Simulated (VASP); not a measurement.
# Te2Mo (P6_3/mmc) in VASP: single point with r2SCAN

Aim: the single point of Te2Mo with r2SCAN.

Everything below comes from runs of VASP 6.6.1. Logs are shortened: lines on timing, memory, paths and dates and some standing lists are left out, and cuts for length are marked.

## (1) The cell of the first run

The structure is hexagonal, space group P6_3/mmc (No. 194). Conventional cell: a = 3.563 Å, b = 3.563 Å, c = 14.732 Å, α = 90.00°, β = 90.00°, γ = 120.00°. Within 3.6 Å of Te (site symmetry 3m) lie 3 Mo at 2.73 Å and 7 Te at 3.56 to 3.58 Å. Mo (site symmetry -6m2) has 6 Te at 2.73 Å and 6 Mo at 3.56 Å within 3.6 Å.

## (2) Single point, r2SCAN

Input file POSCAR:

```
Te2Mo
1.0
    3.5632533183      0.0000000000      0.0000000000
   -1.7816266592      3.0858678938      0.0000000000
    0.0000000000      0.0000000000     14.7318860800
Te Mo
4 2
Direct
    0.3333333333      0.6666666667      0.6285175470
    0.6666666667      0.3333333333      0.1285175470
    0.6666666667      0.3333333333      0.3714824530
    0.3333333333      0.6666666667      0.8714824530
    0.3333333333      0.6666666667      0.2500000000
    0.6666666667      0.3333333333      0.7500000000
```

Input file INCAR.step1:

```
SYSTEM = Te2Mo
PREC = Accurate ; ENCUT = 520
ISMEAR = 0 ; SIGMA = 0.02
LREAL = .False. ; LASPH = .True.
NELM = 80 ; NBANDS = 35
GGA = PE ; ALGO = Normal
EDIFF = 1E-4 ; LWAVE = .True.
LCHARG = .False.
```

Input file INCAR.step2:

```
SYSTEM = Te2Mo
PREC = Accurate ; ENCUT = 520
EDIFF = 1E-7 ; ISMEAR = 0
SIGMA = 0.02 ; LREAL = .False.
LASPH = .True. ; NELM = 80
ALGO = Normal ; ISIF = 2
LWAVE = .False. ; LCHARG = .True.
METAGGA = R2SCAN ; LMIXTAU = .True.
LELF = .True. ; LVHAR = .True.
NBANDS = 35 ; ISTART = 1
```

Input file KPOINTS:

```
Automatic mesh
0
Gamma
  12 12 2
  0 0 0
```

Potentials or basis: VASP PAW PBE potentials, release 64 (Te, Mo_sv).

Launch:

```
> cat potpaw_PBE.64/Te/POTCAR potpaw_PBE.64/Mo_sv/POTCAR > POTCAR
> cp INCAR.step1 INCAR
> mpirun -np 1 vasp_std > vasp.out
> cp INCAR.step2 INCAR
> mpirun -np 1 vasp_std > vasp.out
```

OUTCAR:

```text
SYSTEM = Te2Mo
   PREC = Accurate
   ENCUT = 520
   EDIFF = 1E-7
   ISMEAR = 0
   LREAL = .False.
   LASPH = .True.
   NELM = 80
   ISIF = 2
   METAGGA = R2SCAN
   ISTART = 1

 ion  position               nearest neighbor table
   1  0.333  0.667  0.629-   6 2.73   6 2.73   6 2.73   4 3.58
   2  0.667  0.333  0.129-   5 2.73   5 2.73   5 2.73   3 3.58
   3  0.667  0.333  0.371-   5 2.73   5 2.73   5 2.73   2 3.58
   4  0.333  0.667  0.871-   6 2.73   6 2.73   6 2.73   1 3.58
   5  0.333  0.667  0.250-   2 2.73   3 2.73   2 2.73   3 2.73   2 2.73   3 2.73
   6  0.667  0.333  0.750-   1 2.73   4 2.73   1 2.73   4 2.73   1 2.73   4 2.73

  LATTYP: Found a hexagonal cell.
 ALAT       =     3.5632533183
 C/A-ratio  =     4.1343920188

  Lattice vectors:

 A1 = (   3.5632533183,   0.0000000000,   0.0000000000)
 A2 = (  -1.7816266592,   3.0858678938,   0.0000000000)
 A3 = (   0.0000000000,   0.0000000000,  14.7318860800)

Analysis of symmetry for initial positions (statically):
=====================================================================
 Subroutine PRICEL returns:
 Original cell was already a primitive cell.

 Routine SETGRP: Setting up the symmetry group for a
 hexagonal supercell.

 Subroutine GETGRP returns: Found 24 space group operations
 (whereof 12 operations were pure point group operations)
 out of a pool of 24 trial point group operations.

The static configuration has the point symmetry D_3d.
 The point group associated with its full space group is D_6h.

Analysis of symmetry for dynamics (positions and initial velocities):
=====================================================================
 Subroutine PRICEL returns:
 Original cell was already a primitive cell.

 Routine SETGRP: Setting up the symmetry group for a
 hexagonal supercell.

 Subroutine GETGRP returns: Found 24 space group operations
 (whereof 12 operations were pure point group operations)
 out of a pool of 24 trial point group operations.

The dynamic configuration has the point symmetry D_3d.
 The point group associated with its full space group is D_6h.

 Subroutine INISYM returns: Found 24 space group operations
 (whereof 12 operations are pure point group operations),
 and found     1 'primitive' translations

----------------------------------------------------------------------------------------

                                     Primitive cell

  volume of cell :     161.9878

  direct lattice vectors                    reciprocal lattice vectors
     3.563253318  0.000000000  0.000000000     0.280642410  0.162028971  0.000000000
    -1.781626659  3.085867894  0.000000000     0.000000000  0.324057942  0.000000000
     0.000000000  0.000000000 14.731886080     0.000000000  0.000000000  0.067879971

  length of vectors
     3.563253318  3.563253318 14.731886080     0.324057942  0.324057942  0.067879971

  position of ions in fractional coordinates (direct lattice)
     0.333333333  0.666666667  0.628517547
     0.666666667  0.333333333  0.128517547
     0.666666667  0.333333333  0.371482453
     0.333333333  0.666666667  0.871482453
     0.333333333  0.666666667  0.250000000
     0.666666667  0.333333333  0.750000000

  ion indices of the primitive-cell ions
   primitive index   ion index
                 1           1
                 2           2
                 3           3
                 4           4
                 5           5
                 6           6

----------------------------------------------------------------------------------------

 KPOINTS: Automatic mesh

Automatic generation of k-mesh.
 Grid dimensions read from file:
 generate k-points for:   12   12    2

 Generating k-lattice:

  Cartesian coordinates                     Fractional coordinates (reciprocal lattice)
     0.023386868  0.013502414  0.000000000     0.083333333  0.000000000  0.000000000
     0.000000000  0.027004829  0.000000000     0.000000000  0.083333333  0.000000000
     0.000000000  0.000000000  0.033939986     0.000000000  0.000000000  0.500000000

  Length of vectors
     0.027004829  0.027004829  0.033939986

  Shift w.r.t. Gamma in fractional coordinates (k-lattice)
     0.000000000  0.000000000  0.000000000

 Subroutine IBZKPT returns following result:
 ===========================================

 Found     38 irreducible k-points:

 Following reciprocal coordinates:
            Coordinates               Weight
  0.000000  0.000000  0.000000      1.000000
  0.083333 -0.000000  0.000000      6.000000
  0.166667 -0.000000  0.000000      6.000000
  0.250000  0.000000  0.000000      6.000000
  0.333333  0.000000  0.000000      6.000000
  0.416667  0.000000  0.000000      6.000000
[... 16 lines left out ...]
  0.250000  0.000000  0.500000      6.000000
  0.333333  0.000000  0.500000      6.000000
 [... further k-points ...]
   k-points           NKPTS =     38   k-points in BZ     NKDIM =     38   number of bands    NBANDS=     35
   number of dos      NEDOS =    301   number of ions     NIONS =      6
   total plane-waves  NPLWV =  87808
   dimension x,y,z NGX =    28 NGY =   28 NGZ =  112
   dimension x,y,z NGXF=    56 NGYF=   56 NGZF=  224
   ions per type =               4   2
   NGX,Y,Z   is equivalent  to a cutoff of  13.06, 13.06, 12.64 a.u.
   NGXF,Y,Z  is equivalent  to a cutoff of  26.13, 26.13, 25.28 a.u.
 SYSTEM =  Te2Mo
   PREC   = accura    normal or accurate (medium, high low for compatibility)
   ISTART =      1    job   : 0-new  1-cont  2-samecut
   ICHARG =      0    charge: 1-file 2-atom 10-const
   ISPIN  =      1    spin polarized calculation?
   LNONCOLLINEAR =      F non collinear calculations
   LSORBIT =      F    spin-orbit coupling
   LASPH  =      T    aspherical Exc in radial PAW
   ENCUT  =  520.0 eV  38.22 Ry    6.18 a.u.   6.63  6.63 27.39*2*pi/ulx,y,z
   NELM   =     80;   NELMIN=  2; NELMDL=  0     # of ELM steps
   EDIFF  = 0.1E-06   stopping-criterion for ELM
   LREAL  =      F    real-space projection
   EDIFFG = 0.1E-05   stopping-criterion for IOM
   NSW    =      0    number of steps for IOM
   IBRION =     -1    ionic relax: 0-MD 1-quasi-New 2-CG
   NFREE  =      0    steps in history (QN), initial steepest desc. (CG)
   ISIF   =      2    stress and relaxation
   ISYM   =      2    0-nonsym 1-usesym 2-fastsym
   POTIM  = 0.5000    time-step for ionic-motion
   TEBEG  =    0.0;   TEEND  =   0.0 temperature during run
   PSTRESS=    0.0 pullay stress
   NELECT =      52.0000    total number of electrons
   NUPDOWN=      -1.0000    fix difference up-down
   EMIN   =  10.00;   EMAX   =-10.00  energy-range for DOS
   EFERMI =   0.00;   METHOD = LEGACY
   ISMEAR =     0;   SIGMA  =   0.02  broadening in eV -4-tet -1-fermi 0-gaus
   EFERMI_NEDOS =   21; number of points for ismear=-14 and -15
   IALGO  =     38    algorithm
   IMIX   =      4    mixing-type and parameters
     AMIX     =   0.40;   BMIX     =  1.00
     AMIX_MAG =   1.60;   BMIX_MAG =  1.00
  volume/ion in A,a.u.               =      27.00       182.19
  Fermi-wavevector in a.u.,A,eV,Ry     =   1.120939  2.118267 17.095765  1.256503
  Thomas-Fermi vector in A             =   2.257589
   LORBIT       =      0    0 simple, 1 ext, 2 COOP (PROOUT), +10 PAW based schemes
   METAGGA = R2SCAN    functional components
   LHFCALC =     F    Hartree Fock is set to
   AEXX    =    0.0000 exact exchange contribution
   IVDW    =     0    specifies the selected vdW correction
   LEPSILON=     F    determine dielectric tensor
   LRPA    =     F    only Hartree local field effects (RPA)
 non-spin polarized calculation
 Gauss-broadening in eV      SIGMA  =   0.02
  energy-cutoff  :      520.00
  volume of cell :      161.99
 maximum number of plane-waves:      4415
 NGX is ok and might be reduce to    28
   NGX = 13   NGY = 13   NGZ = 55

 number of electron      52.0000002 magnetization

 Free energy of the ion-electron system (eV)
  ---------------------------------------------------
  ext. energy  EPLUGINS =         0.00000000
  ---------------------------------------------------
  free energy    TOTEN  =      -155.66638134 eV

  energy without entropy =     -155.66638134  energy(sigma->0) =     -155.66638134

 E-fermi :   7.0628     XC(G=0): -10.5214

 val. band max:        6.9656669942   @ k =   0.0000   0.0000   0.0000
 cond. band min:       8.0177453228   @ k =   0.3333   0.3333   0.0000
 fundamental gap:      1.0520783286
 Fermi energy:         7.0628253973

 k-point     1 :       0.0000    0.0000    0.0000
  band No.  band energies     occupation
      1     -55.7379      2.00000
      2     -55.7379      2.00000
      3     -29.1564      2.00000
      4     -29.1564      2.00000
      5     -29.0689      2.00000
      6     -29.0689      2.00000
[... 27 lines left out ...]
     34      10.4258      0.00000
     35      12.9369      0.00000

 k-point     2 :       0.0833   -0.0000    0.0000
  band No.  band energies     occupation
      1     -55.7373      2.00000
      2     -55.7373      2.00000
      3     -29.1545      2.00000
      4     -29.1545      2.00000
      5     -29.0773      2.00000
      6     -29.0773      2.00000
[... 27 lines left out ...]
     34      10.2252      0.00000
     35      13.2887      0.00000

 k-point     3 :       0.1667   -0.0000    0.0000
  band No.  band energies     occupation
      1     -55.7356      2.00000
      2     -55.7356      2.00000
      3     -29.1493      2.00000
      4     -29.1493      2.00000
      5     -29.1002      2.00000
      6     -29.1002      2.00000
[... 27 lines left out ...]
     34      10.4290      0.00000
     35      13.5401      0.00000

 k-point     4 :       0.2500    0.0000    0.0000
  band No.  band energies     occupation
      1     -55.7333      2.00000
      2     -55.7333      2.00000
      3     -29.1422      2.00000
      4     -29.1422      2.00000
      5     -29.1313      2.00000
      6     -29.1313      2.00000
[... 27 lines left out ...]
     34      10.6563      0.00000
     35      13.5495      0.00000

 k-point     5 :       0.3333    0.0000    0.0000
  band No.  band energies     occupation
      1     -55.7309      2.00000
      2     -55.7309      2.00000
      3     -29.1623      2.00000
      4     -29.1623      2.00000
      5     -29.1351      2.00000
      6     -29.1351      2.00000
[... 638 lines left out ...]
 k-point    22 :       0.1667   -0.0000    0.5000
  band No.  band energies     occupation
      1     -55.7356      2.00000
      2     -55.7356      2.00000
      3     -29.1493      2.00000
      4     -29.1493      2.00000
      5     -29.1002      2.00000
      6     -29.1002      2.00000
[... 27 lines left out ...]
     34      10.3554      0.00000
     35      14.1235      0.00000

 k-point    23 :       0.2500    0.0000    0.5000
  band No.  band energies     occupation
      1     -55.7333      2.00000
      2     -55.7333      2.00000
      3     -29.1422      2.00000
      4     -29.1422      2.00000
      5     -29.1313      2.00000
      6     -29.1313      2.00000
[... 27 lines left out ...]
     34      10.5429      0.00000
     35      13.7020      0.00000

 k-point    24 :       0.3333    0.0000    0.5000
  band No.  band energies     occupation
      1     -55.7309      2.00000
      2     -55.7309      2.00000
      3     -29.1623      2.00000
      4     -29.1623      2.00000
      5     -29.1351      2.00000
      6     -29.1351      2.00000
[... 27 lines left out ...]
     34      10.6630      0.00000
     35      12.7181      0.00000

 [... further k-points ...]

------------------------ aborting loop because EDIFF is reached ----------------------------------------

  FORCE on cell =-STRESS in cart. coord.  units (eV):
  Direction    XX          YY          ZZ          XY          YZ          ZX
  --------------------------------------------------------------------------------------
  -------------------------------------------------------------------------------------
  Total        0.0934331      0.0934331      0.1776774     -0.0000000     -0.0000000      0.0000000
  in kB        0.9241213      0.9241213      1.7573589     -0.0000000     -0.0000000      0.0000000
  external PRESSURE =       1.2018672 kB  Pullay stress =       0.0000000 kB

 VOLUME and BASIS-vectors are now :
 -----------------------------------------------------------------------------
  energy-cutoff  :      520.00
  volume of cell :      161.99
      direct lattice vectors                 reciprocal lattice vectors
     3.563253318  0.000000000  0.000000000     0.280642410  0.162028971  0.000000000
    -1.781626659  3.085867894  0.000000000     0.000000000  0.324057942  0.000000000
     0.000000000  0.000000000 14.731886080     0.000000000  0.000000000  0.067879971

 POSITION                                       TOTAL-FORCE (eV/Angst)
 -----------------------------------------------------------------------------------
     -0.00000      2.05725      9.25925         0.000000     -0.000000     -0.026207
      1.78163      1.02862      1.89331         0.000000      0.000000     -0.026207
      1.78163      1.02862      5.47264         0.000000      0.000000      0.026207
     -0.00000      2.05725     12.83858         0.000000     -0.000000      0.026207
     -0.00000      2.05725      3.68297        -0.000000     -0.000000      0.000000
      1.78163      1.02862     11.04891         0.000000      0.000000      0.000000
 -----------------------------------------------------------------------------------
    total drift:                               -0.000000      0.000000     -0.000000

  FREE ENERGIE OF THE ION-ELECTRON SYSTEM (eV)
  ---------------------------------------------------
  free  energy   TOTEN  =      -155.6663813372 eV

  energy  without entropy=     -155.6663813372  energy(sigma->0) =     -155.66638134
```

It took 13 min on 1 thread of Intel Xeon Platinum 8375C at 2.90GHz (Ice Lake), shared host; peak memory 0.43 GiB.

What came out:

```
Free energy            : -155.6664 eV
Pressure               : 0.1 GPa
Largest force          : 0.026 eV/Å
Band gap on the k mesh : 1.05 eV, indirect (least direct gap 1.06 eV)
```

Forces on the atoms (eV/Å):
```
Te   0.000  0.000 -0.026
Te   0.000  0.000 -0.026
Te   0.000  0.000  0.026
Te   0.000  0.000  0.026
Mo   0.000  0.000  0.000
Mo   0.000  0.000  0.000
```

Levels at points of the mesh, in eV from the valence-band top:
| k point | band 23 | band 24 | band 25 | band 26 | band 27 | band 28 | band 29 | band 30 |
| --- | --- | --- | --- | --- | --- | --- | --- | --- |
| (0.00, 0.00, 0.00) | -1.07 | -0.78 | -0.71 | 0.00 | 3.05 | 3.05 | 3.12 | 3.12 |
| (0.50, 0.00, 0.00) | -0.85 | -0.83 | -0.61 | -0.48 | 1.38 | 1.41 | 1.67 | 1.87 |
| (0.00, 0.00, 0.50) | -1.08 | -1.08 | -0.15 | -0.15 | 3.08 | 3.08 | 3.08 | 3.08 |
| (0.50, 0.00, 0.50) | -0.83 | -0.83 | -0.55 | -0.55 | 1.39 | 1.39 | 1.78 | 1.78 |

Caveat: the PAW data sets were made with another functional, which shifts forces and pressure a little; spin-orbit coupling is left out, which moves the levels of the heavy elements. r2SCAN opens gaps a little over a GGA but as a rule still falls short of measured ones.
